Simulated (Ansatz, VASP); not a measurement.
## Cr in VASP and in Ansatz

```
CELL_PARAMETERS angstrom
2.96890 0.00000 0.00000
0.00000 2.96890 0.00000
0.00000 0.00000 2.96890
ATOMIC_POSITIONS crystal
Cr 0.00000 0.00000 0.00000
Cr 0.50000 0.50000 0.50000
```

Alike in both runs: task single point; functional PBE; k mesh 11 × 11 × 11; occupations fermi-dirac, width 0.05 eV; collinear spin; Hubbard terms Cr d U = 1.0 eV.

|  | VASP | Ansatz |
| --- | --- | --- |
| version | VASP 6.6.1 | Ansatz 0.2.0 |
| potentials or method | VASP PAW PBE potentials, release 64 (Cr_pv) | PAW with Ansatz's default frozen-core files, scalar-relativistic |
| plane-wave cutoff (eV) | 520 | 420 |
| valence electrons in the cell | 24 | 28 |

Ansatz gave:

- pressure (GPa): 3.5
- net moment per atom (μB): 0.00
- size of the moment on the site where the two differ most (μB): 2.53

Task: Estimate VASP's values.

Result: Pressure (GPa): 0.7; net moment per atom (μB): 0.00; size of the moment on the site where the two differ most (μB): 2.53.

Site moments also hang on the region over which each program counts them. The programs project onto different local orbitals, so the same U acts differently, and such runs can settle in different states. VASP's potentials hold 24 valence electrons a cell and Ansatz's 28, so a difference there can come from the potentials and not from the codes. Ansatz's warnings: filled band counts differ across k points.
